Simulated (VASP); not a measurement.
# CuSi16 (a cell with a defect) in VASP: notebook

CuSi16 (a cell with a defect) is run at these levels: PBE+D3(BJ); tasks: single point.

Program: VASP 6.6.1. These are calculated values, not measurements. Logs are shortened: lines on timing, memory, paths and dates and some standing lists are left out, and cuts for length are marked.

## (1) The cell of the first run

The cell holds a defect, 17 atoms: a = 7.679 Å, b = 7.679 Å, c = 7.679 Å, α = 60.00°, β = 60.00°, γ = 60.00°.

## (2) Single point, PBE+D3(BJ)

INCAR reads:

```
SYSTEM = CuSi16
PREC     = Accurate       ! precision mode
ENCUT    = 520            ! plane-wave cutoff, eV
EDIFF    = 1E-6           ! SCF threshold, eV
ISMEAR   = -1             ! smearing method
SIGMA    = 0.02           ! smearing width, eV
LREAL    = Auto         
LASPH    = .TRUE.         ! aspherical terms in the spheres
NELM     = 100            ! most SCF steps
ALGO     = Normal         ! electronic algorithm
ISIF     = 2              ! what is computed and relaxed
LWAVE    = .FALSE.        ! write WAVECAR
LCHARG   = .FALSE.        ! write CHGCAR
GGA      = PE             ! functional
IVDW     = 12             ! dispersion correction
NBANDS   = 52             ! bands
NELECT   = 74.0
```

KPOINTS reads:

```
Automatic mesh
0
G
  2 2 2
  0 0 0
```

POSCAR reads:

```
CuSi16
1.0
    0.0000000000      5.4300000000      5.4300000000
    5.4300000000      0.0000000000      5.4300000000
    5.4300000000      5.4300000000      0.0000000000
Si Cu
16 1
Direct
   -0.0019025783     -0.0103998158      0.0045141805
    0.1298380295      0.1123730203      0.1349308471
   -0.0044555249      0.0052032228      0.5096083794
    0.1249170350      0.1283711786      0.6317448435
    0.0027014733      0.4812882136     -0.0123725599
    0.1165237569      0.6114469613      0.1147900552
   -0.0014644567      0.5011001842      0.4936574586
    0.1296773481      0.6305204420      0.6191574586
    0.5068981584     -0.0017499079      0.0045937385
    0.6253604052      0.1235690608      0.1354826888
    0.4970944751      0.0045596685      0.5073217311
    0.6226575506      0.1284072744      0.6315890424
    0.4983788214      0.4957117864     -0.0011370166
    0.6346661142      0.6217998158      0.1253138122
    0.5071765193      0.5014104052      0.5022232965
    0.6259280847      0.6328069061      0.6267947514
    0.2567058011      0.7237722836      0.2341098527
```

Potentials or basis: VASP PAW PBE potentials, release 64 (Si, Cu).

On the command line:

```sh
$ cat potpaw_PBE.64/Si/POTCAR potpaw_PBE.64/Cu/POTCAR > POTCAR
$ mpirun -np 1 vasp_std > vasp.out
```

OUTCAR:

```text
SYSTEM = CuSi16
   PREC = Accurate
   ENCUT = 520
   EDIFF = 1E-6
   ISMEAR = -1
   LREAL = Auto
   LASPH = .TRUE.
   NELM = 100
   ISIF = 2
   GGA = PE
   IVDW = 12
   NELECT = 74.0
 IVDW          = 12

 ion  position               nearest neighbor table
   1  0.998  0.990  0.005-  10 2.34   4 2.34   6 2.38   2 2.41  17 2.66
   2  0.130  0.112  0.135-   5 2.32   3 2.35   9 2.37   1 2.41  17 2.45
   3  0.996  0.005  0.510-  12 2.34   4 2.35   8 2.35   2 2.35
   4  0.125  0.128  0.632-  11 2.33   7 2.34   1 2.34   3 2.35
   5  0.003  0.481  0.988-  14 2.32   8 2.32   2 2.32   6 2.33
   6  0.117  0.611  0.115-   5 2.33  17 2.33   1 2.38   7 2.38  13 2.40
   7  0.999  0.501  0.494-  16 2.34   4 2.34   6 2.38   8 2.42  17 2.62
   8  0.130  0.631  0.619-   5 2.32   3 2.35  15 2.37   7 2.42  17 2.43
   9  0.507  0.998  0.005-  12 2.34  10 2.35  14 2.36   2 2.37  17 2.86
  10  0.625  0.124  0.135-  11 2.33  13 2.34   1 2.34   9 2.35
  11  0.497  0.005  0.507-  16 2.33  10 2.33   4 2.33  12 2.34
  12  0.623  0.128  0.632-   3 2.34   9 2.34  15 2.34  11 2.34
  13  0.498  0.496  0.999-  16 2.34  10 2.34   6 2.40  14 2.44  17 2.52
  14  0.635  0.622  0.125-   5 2.32   9 2.36  15 2.36  17 2.39  13 2.44
  15  0.507  0.501  0.502-  12 2.34  16 2.35  14 2.36   8 2.37  17 2.83
  16  0.626  0.633  0.627-  11 2.33  13 2.34   7 2.34  15 2.35
  17  0.257  0.724  0.234-   6 2.33  14 2.39   8 2.43   2 2.45  13 2.52   7 2.62   1 2.66  15 2.83
                             9 2.86

  LATTYP: Found a face centered cubic cell.
 ALAT       =    10.8600000000

  Lattice vectors:

 A1 = (   0.0000000000,   5.4300000000,   5.4300000000)
 A2 = (   5.4300000000,   0.0000000000,   5.4300000000)
 A3 = (   5.4300000000,   5.4300000000,   0.0000000000)

Analysis of symmetry for initial positions (statically):
=====================================================================
 Subroutine PRICEL returns:
 Original cell was already a primitive cell.

 Routine SETGRP: Setting up the symmetry group for a
 face centered cubic supercell.

 Subroutine GETGRP returns: Found  1 space group operations
 (whereof  1 operations were pure point group operations)
 out of a pool of 48 trial point group operations.

The static configuration has the point symmetry C_1 .

Analysis of symmetry for dynamics (positions and initial velocities):
=====================================================================
 Subroutine PRICEL returns:
 Original cell was already a primitive cell.

 Routine SETGRP: Setting up the symmetry group for a
 face centered cubic supercell.

 Subroutine GETGRP returns: Found  1 space group operations
 (whereof  1 operations were pure point group operations)
 out of a pool of 48 trial point group operations.

The dynamic configuration has the point symmetry C_1 .

 Subroutine INISYM returns: Found  1 space group operations
 (whereof  1 operations are pure point group operations),
 and found     1 'primitive' translations

----------------------------------------------------------------------------------------

                                     Primitive cell

  volume of cell :     320.2060

  direct lattice vectors                    reciprocal lattice vectors
     0.000000000  5.430000000  5.430000000    -0.092081031  0.092081031  0.092081031
     5.430000000  0.000000000  5.430000000     0.092081031 -0.092081031  0.092081031
     5.430000000  5.430000000  0.000000000     0.092081031  0.092081031 -0.092081031

  length of vectors
     7.679179644  7.679179644  7.679179644     0.159489025  0.159489025  0.159489025

  position of ions in fractional coordinates (direct lattice)
     0.998097422  0.989600184  0.004514181
     0.129838030  0.112373020  0.134930847
     0.995544475  0.005203223  0.509608379
     0.124917035  0.128371179  0.631744844
     0.002701473  0.481288214  0.987627440
     0.116523757  0.611446961  0.114790055
[... 9 lines left out ...]
     0.625928085  0.632806906  0.626794751
     0.256705801  0.723772284  0.234109853

  ion indices of the primitive-cell ions
   primitive index   ion index
                 1           1
                 2           2
                 3           3
                 4           4
                 5           5
                 6           6
[... 9 lines left out ...]
                16          16
                17          17

----------------------------------------------------------------------------------------

 KPOINTS: Automatic mesh

Automatic generation of k-mesh.
 Grid dimensions read from file:
 generate k-points for:    2    2    2

 Generating k-lattice:

  Cartesian coordinates                     Fractional coordinates (reciprocal lattice)
    -0.046040516  0.046040516  0.046040516     0.500000000  0.000000000  0.000000000
     0.046040516 -0.046040516  0.046040516     0.000000000  0.500000000  0.000000000
     0.046040516  0.046040516 -0.046040516     0.000000000  0.000000000  0.500000000

  Length of vectors
     0.079744512  0.079744512  0.079744512

  Shift w.r.t. Gamma in fractional coordinates (k-lattice)
     0.000000000  0.000000000  0.000000000

 Subroutine IBZKPT returns following result:
 ===========================================

 Found      8 irreducible k-points:

 Following reciprocal coordinates:
            Coordinates               Weight
  0.000000  0.000000  0.000000      1.000000
  0.500000  0.000000  0.000000      1.000000
  0.000000  0.500000  0.000000      1.000000
  0.000000  0.000000  0.500000      1.000000
  0.500000  0.500000  0.500000      1.000000
  0.500000  0.500000  0.000000      1.000000
  0.000000  0.500000  0.500000      1.000000
  0.500000  0.000000  0.500000      1.000000
   k-points           NKPTS =      8   k-points in BZ     NKDIM =      8   number of bands    NBANDS=     52
   number of dos      NEDOS =    301   number of ions     NIONS =     17
   total plane-waves  NPLWV = 216000
   dimension x,y,z NGX =    60 NGY =   60 NGZ =   60
   dimension x,y,z NGXF=   120 NGYF=  120 NGZF=  120
   ions per type =              16   1
   NGX,Y,Z   is equivalent  to a cutoff of  12.99, 12.99, 12.99 a.u.
   NGXF,Y,Z  is equivalent  to a cutoff of  25.98, 25.98, 25.98 a.u.
 SYSTEM =  CuSi16
   PREC   = accura    normal or accurate (medium, high low for compatibility)
[... 17 lines left out ...]
   TEBEG  =    0.0;   TEEND  =   0.0 temperature during run
   PSTRESS=    0.0 pullay stress
   NELECT =      74.0000    total number of electrons
   NUPDOWN=      -1.0000    fix difference up-down
   EMIN   =  10.00;   EMAX   =-10.00  energy-range for DOS
   EFERMI =   0.00;   METHOD = LEGACY
   ISMEAR =    -1;   SIGMA  =   0.02  broadening in eV -4-tet -1-fermi 0-gaus
   EFERMI_NEDOS =   21; number of points for ismear=-14 and -15
   IALGO  =     38    algorithm
   IMIX   =      4    mixing-type and parameters
     AMIX     =   0.40;   BMIX     =  1.00
     AMIX_MAG =   1.60;   BMIX_MAG =  1.00
  volume/ion in A,a.u.               =      18.84       127.11
  Fermi-wavevector in a.u.,A,eV,Ry     =   1.004636  1.898488 13.732283  1.009294
  Thomas-Fermi vector in A             =   2.137265
   LORBIT       =      0    0 simple, 1 ext, 2 COOP (PROOUT), +10 PAW based schemes
   GGA     = PE    functional components
   LHFCALC =     F    Hartree Fock is set to
   AEXX    =    0.0000 exact exchange contribution
   IVDW    =    12    specifies the selected vdW correction
   LEPSILON=     F    determine dielectric tensor
   LRPA    =     F    only Hartree local field effects (RPA)
 non-spin polarized calculation
  energy-cutoff  :      520.00
  volume of cell :      320.21
 maximum number of plane-waves:      8646
 NGX is ok and might be reduce to    60
   NGX = 29   NGY = 29   NGZ = 29

 number of electron      74.0000000 magnetization

 Free energy of the ion-electron system (eV)
  ---------------------------------------------------
  ext. energy  EPLUGINS =         0.00000000
  ---------------------------------------------------
  free energy    TOTEN  =       -94.21436182 eV

  energy without entropy =      -94.21425047  energy(sigma->0) =      -94.21430615

 E-fermi :   6.3724     XC(G=0):  -9.6071

 val. band max:        6.2409201325   @ k =   0.0000   0.0000   0.0000
 cond. band min:       6.5029266274   @ k =   0.0000   0.0000   0.0000
 fundamental gap:      0.2620064948
 Fermi energy:         6.3723871450

 k-point     1 :       0.0000    0.0000    0.0000
  band No.  band energies     occupation
      1      -5.8965      2.00000
      2      -3.5417      2.00000
      3      -3.5113      2.00000
      4      -3.4809      2.00000
      5      -3.4726      2.00000
      6      -2.0482      2.00000
[... 41 lines left out ...]
     48       8.4764      0.00000
     49       8.7050      0.00000

 k-point     2 :       0.5000    0.0000    0.0000
  band No.  band energies     occupation
      1      -5.2183      2.00000
      2      -4.9466      2.00000
      3      -3.3033      2.00000
      4      -3.2630      2.00000
      5      -3.1695      2.00000
      6      -3.0374      2.00000
[... 41 lines left out ...]
     48       9.7726      0.00000
     49       9.9254      0.00000

 k-point     3 :       0.0000    0.5000    0.0000
  band No.  band energies     occupation
      1      -5.2344      2.00000
      2      -4.9276      2.00000
      3      -3.2897      2.00000
      4      -3.2634      2.00000
      5      -3.1846      2.00000
      6      -3.0418      2.00000
[... 41 lines left out ...]
     48       9.7899      0.00000
     49       9.8973      0.00000

 k-point     4 :       0.0000    0.0000    0.5000
  band No.  band energies     occupation
      1      -5.2304      2.00000
      2      -4.9321      2.00000
      3      -3.2921      2.00000
      4      -3.2672      2.00000
      5      -3.1809      2.00000
      6      -3.0399      2.00000
[... 41 lines left out ...]
     48       9.7891      0.00000
     49       9.9133      0.00000

 k-point     5 :       0.5000    0.5000    0.5000
  band No.  band energies     occupation
      1      -5.1952      2.00000
      2      -4.9799      2.00000
      3      -3.3282      2.00000
      4      -3.2039      2.00000
      5      -3.1773      2.00000
      6      -3.0352      2.00000
[... 41 lines left out ...]
     48       9.7541      0.00000
     49       9.8215      0.00000

 k-point     6 :       0.5000    0.5000    0.0000
  band No.  band energies     occupation
      1      -4.9325      2.00000
      2      -4.7272      2.00000
      3      -3.8685      2.00000
      4      -3.7767      2.00000
      5      -3.7532      2.00000
      6      -3.7376      2.00000
[... 41 lines left out ...]
     48      10.5039      0.00000
     49      10.5135      0.00000

 k-point     7 :       0.0000    0.5000    0.5000
  band No.  band energies     occupation
      1      -4.9367      2.00000
      2      -4.7220      2.00000
      3      -3.8678      2.00000
      4      -3.7810      2.00000
      5      -3.7479      2.00000
      6      -3.7414      2.00000
[... 41 lines left out ...]
     48      10.4952      0.00000
     49      10.5325      0.00000

 k-point     8 :       0.5000    0.0000    0.5000
  band No.  band energies     occupation
      1      -4.9315      2.00000
      2      -4.7285      2.00000
      3      -3.8686      2.00000
      4      -3.7761      2.00000
      5      -3.7547      2.00000
      6      -3.7363      2.00000
[... 41 lines left out ...]
     48      10.5026      0.00000
     49      10.5176      0.00000
 [bands above 49 left out]

------------------------ aborting loop because EDIFF is reached ----------------------------------------

 Edisp (eV)   -5.66920

 E8    (eV) :    -2.3512

  FORCE on cell =-STRESS in cart. coord.  units (eV):
  Direction    XX          YY          ZZ          XY          YZ          ZX
  --------------------------------------------------------------------------------------
  -------------------------------------------------------------------------------------
  Total      -7.32015    -7.81125    -7.74649    -0.07631     0.30417    -0.13180
  in kB     -36.62697   -39.08423   -38.76021    -0.38182     1.52194    -0.65946
  external pressure =      -38.16 kB  Pullay stress =        0.00 kB

 VOLUME and BASIS-vectors are now :
 -----------------------------------------------------------------------------
  energy-cutoff  :      520.00
  volume of cell :      320.21
      direct lattice vectors                 reciprocal lattice vectors
     0.000000000  5.430000000  5.430000000    -0.092081031  0.092081031  0.092081031
     5.430000000  0.000000000  5.430000000     0.092081031 -0.092081031  0.092081031
     5.430000000  5.430000000  0.000000000     0.092081031  0.092081031 -0.092081031

 POSITION                                       TOTAL-FORCE (eV/Angst)
 -----------------------------------------------------------------------------------
      5.39804      5.44418     10.79320        -0.002864      0.002408      0.007957
      1.34286      1.43769      1.31521         0.000859     -0.002279      0.012042
      2.79543      8.17298      5.43406        -0.004414      0.009239      0.006550
      4.12743      4.10867      1.37535        -0.006607      0.010005      0.009230
      7.97621      5.37749      2.62806         0.007637     -0.006300     -0.012190
      3.94347      1.25603      3.95288        -0.017293     -0.015886     -0.018379
[... 9 lines left out ...]
      6.83964      6.80229      6.83493        -0.002307      0.003331      0.000544
      5.20130      2.66513      5.32400         0.018297     -0.015230     -0.015124
 -----------------------------------------------------------------------------------
    total drift:                               -0.005897     -0.000877     -0.002808

  FREE ENERGIE OF THE ION-ELECTRON SYSTEM (eV)
  ---------------------------------------------------
  free  energy   TOTEN  =       -99.8835609436 eV

  energy  without entropy=      -99.8834495950  energy(sigma->0) =      -99.88350527
```

Wall time 3.1 min (1 thread of Intel Xeon 6975P-C (Granite Rapids), shared host); peak memory 0.48 GiB.

Results:

| Quantity | Value |
| --- | --- |
| Free energy | -99.8836 eV |
| Largest force | 0.030 eV/Å |
| Dispersion energy per atom | -0.333 eV |

Forces on the atoms (eV/Å):
```
Si  -0.003  0.002  0.008
Si   0.001 -0.002  0.012
Si  -0.004  0.009  0.007
Si  -0.007  0.010  0.009
Si   0.008 -0.006 -0.012
Si  -0.017 -0.016 -0.018
Si  -0.003  0.003 -0.005
Si   0.000  0.006 -0.008
Si   0.003  0.001  0.010
Si  -0.005  0.004  0.010
Si  -0.004  0.008  0.010
Si  -0.003  0.011  0.012
Si   0.002 -0.006 -0.005
Si   0.012 -0.016 -0.013
Si   0.006  0.003 -0.002
Si  -0.002  0.003  0.001
Cu   0.018 -0.015 -0.015
```

Levels at points of the mesh, in eV from the Fermi level:
| k point | band 34 | band 35 | band 36 | band 37 | band 38 | band 39 | band 40 | band 41 |
| --- | --- | --- | --- | --- | --- | --- | --- | --- |
| (0.00, 0.00, 0.00) | -0.83 | -0.62 | -0.19 | -0.13 | 0.13 | 0.61 | 0.62 | 0.64 |
| (0.50, 0.00, 0.00) | -0.90 | -0.83 | -0.74 | -0.72 | 0.57 | 1.16 | 1.33 | 1.35 |
| (0.00, 0.50, 0.00) | -0.88 | -0.84 | -0.74 | -0.60 | 0.57 | 1.09 | 1.31 | 1.35 |
| (0.00, 0.00, 0.50) | -0.88 | -0.83 | -0.75 | -0.62 | 0.57 | 1.10 | 1.31 | 1.35 |
| (0.50, 0.50, 0.50) | -0.91 | -0.89 | -0.74 | -0.71 | 0.46 | 1.24 | 1.36 | 1.38 |
| (0.50, 0.50, 0.00) | -1.50 | -1.44 | -1.40 | -0.95 | 0.68 | 1.08 | 2.05 | 2.08 |
| (0.00, 0.50, 0.50) | -1.52 | -1.41 | -1.40 | -0.91 | 0.66 | 1.09 | 2.03 | 2.11 |
| (0.50, 0.00, 0.50) | -1.50 | -1.45 | -1.40 | -0.95 | 0.68 | 1.08 | 2.05 | 2.08 |

Caveat: the k points lie up to 0.50 Å⁻¹ apart; the cell carries a net charge on a neutralising background, which shifts energy and pressure; the cell is charged against a uniform background, so pressure and absolute levels hang on convention.

## (3) Single point, PBE+D3(BJ)

Edit INCAR of step 2 so:

```diff
@@ -3,3 +3,3 @@
 ENCUT    = 520            ! plane-wave cutoff, eV
-EDIFF    = 1E-6           ! SCF threshold, eV
+EDIFF    = 1E-7           ! SCF threshold, eV
 ISMEAR   = -1             ! smearing method
@@ -8,3 +8,3 @@
 LASPH    = .TRUE.         ! aspherical terms in the spheres
-NELM     = 100            ! most SCF steps
+NELM     = 60             ! most SCF steps
 ALGO     = Normal         ! electronic algorithm
@@ -15,3 +15,3 @@
 IVDW     = 12             ! dispersion correction
+NELECT   = 74.0         
 NBANDS   = 52             ! bands
-NELECT   = 74.0
```

KPOINTS reads:

```
regular mesh
0
G
  2 2 2
  0 0 0
```

POSCAR reads:

```
CuSi16
1.0
    0.0000000000      5.4300000000      5.4300000000
    5.4300000000      0.0000000000      5.4300000000
    5.4300000000      5.4300000000      0.0000000000
Si Cu
16 1
Direct
   -0.0070104972     -0.0031034991      0.0021539595
    0.1171890424      0.1208127993      0.1277151934
   -0.0070746777     -0.0031529466      0.4998903315
    0.1152833333      0.1197901473      0.6292671271
   -0.0021984346      0.4925803867     -0.0011984346
    0.1225025783      0.6239014733      0.1174926335
    0.0061644567      0.4944762431      0.4948909761
    0.1311593002      0.6241081031      0.6261771639
    0.4890130755      0.0017053407     -0.0004699816
    0.6199755064      0.1268600368      0.1180900552
    0.4899690608      0.0121668508      0.4952344383
    0.6201635359      0.1355103131      0.6268062615
    0.4993151934      0.5033908840     -0.0097730203
    0.6257235727      0.6295710866      0.1264620626
    0.5099045120      0.5137897790      0.5083070902
    0.6376400552      0.6433162983      0.6221897790
    0.3917923573      0.4001393186      0.3682455801
```

Potentials or basis: VASP PAW PBE potentials, release 64 (Si, Cu).

On the command line:

```sh
$ cat potpaw_PBE.64/Si/POTCAR potpaw_PBE.64/Cu/POTCAR > POTCAR
$ mpirun -np 1 vasp_std > vasp.out
```

Run time: 4 min. Hardware: 1 thread of Intel Xeon 6975P-C (Granite Rapids), shared host; peak memory 0.48 GiB.

It converged, with:

```yaml
Free_energy: -99.8836 eV
Largest_force: 0.030 eV/Å
Dispersion_energy_per_atom: -0.333 eV
```

Forces in eV/Å, atoms in the order of the input:
```
Si  -0.011 -0.010  0.003
Si  -0.011 -0.009  0.006
Si  -0.009 -0.010  0.006
Si  -0.007 -0.009  0.005
Si  -0.002 -0.004  0.003
Si   0.004 -0.002 -0.006
Si   0.009 -0.005  0.000
Si   0.004 -0.004  0.002
Si  -0.009 -0.004  0.006
Si  -0.011  0.001 -0.005
Si  -0.014  0.002 -0.001
Si  -0.009 -0.004  0.005
Si   0.015  0.014 -0.013
Si   0.004  0.005 -0.003
Si   0.018  0.016  0.018
Si   0.013  0.008 -0.007
Cu   0.016  0.016 -0.018
```

Levels at points of the mesh, in eV from the Fermi level:
```tsv
k point	band 34	band 35	band 36	band 37	band 38	band 39	band 40	band 41
(0.00, 0.00, 0.00)	-0.83	-0.62	-0.19	-0.13	0.13	0.61	0.62	0.64
(0.50, 0.00, 0.00)	-0.88	-0.83	-0.75	-0.61	0.57	1.09	1.31	1.35
(0.00, 0.50, 0.00)	-0.88	-0.84	-0.74	-0.61	0.57	1.09	1.31	1.35
(0.00, 0.00, 0.50)	-0.90	-0.83	-0.74	-0.72	0.57	1.16	1.33	1.35
(0.50, 0.50, 0.50)	-0.91	-0.89	-0.74	-0.71	0.46	1.24	1.36	1.38
(0.50, 0.50, 0.00)	-1.52	-1.41	-1.40	-0.91	0.66	1.09	2.03	2.11
(0.00, 0.50, 0.50)	-1.50	-1.44	-1.40	-0.95	0.68	1.08	2.05	2.08
(0.50, 0.00, 0.50)	-1.50	-1.45	-1.40	-0.95	0.68	1.08	2.05	2.08
```

Caveat: the k points lie up to 0.50 Å⁻¹ apart; the cell carries a net charge on a neutralising background, which shifts energy and pressure; the cell is charged against a uniform background, so pressure and absolute levels hang on convention.
